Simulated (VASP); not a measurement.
TiO2 (Anatase), 6 atoms in the cell. It takes space group I4_1/amd (No. 141, tetragonal). Conventional cell: a = 3.784 Å, b = 3.784 Å, c = 9.515 Å, α = 90.00°, β = 90.00°, γ = 90.00°. Within 2.6 Å of Ti (site symmetry -4m2) lie 6 O at 1.93 to 1.98 Å. Within 2.6 Å of O (site symmetry 2mm) lie 3 Ti at 1.93 to 1.98 Å and 2 O at 2.47 Å. 

* Program: VASP 6.6.1
* Task: single point
* Functional: PBE
* Potentials or basis: VASP PAW PBE potentials, release 64 (Ti_sv, O)
* Cutoff: 520 eV
* k mesh: 10 × 10 × 10
* Occupations: fermi-dirac, width 0.05 eV
* Spin: no spin polarisation
* Hubbard terms: Ti d U = 6.0 eV
* Dipole correction: no
* Further INCAR settings: ALGO = Normal; EDIFF = 1e-07; NBANDS = 33

Potentials or basis: VASP PAW PBE potentials, release 64 (Ti_sv, O).

Run with:

```sh
$ cat potpaw_PBE.64/Ti_sv/POTCAR potpaw_PBE.64/O/POTCAR > POTCAR
$ mpirun -np 1 vasp_std > vasp.out
```

Hardware: 1 thread of Intel Xeon 6975P-C, on a shared host.

Task: Estimate the wall time of this run.

Result: Run time: 8.4 min on 1 thread of Intel Xeon 6975P-C, with other jobs on the host, peak memory 0.38 GiB. Counts: scf iterations 17, k points 102.
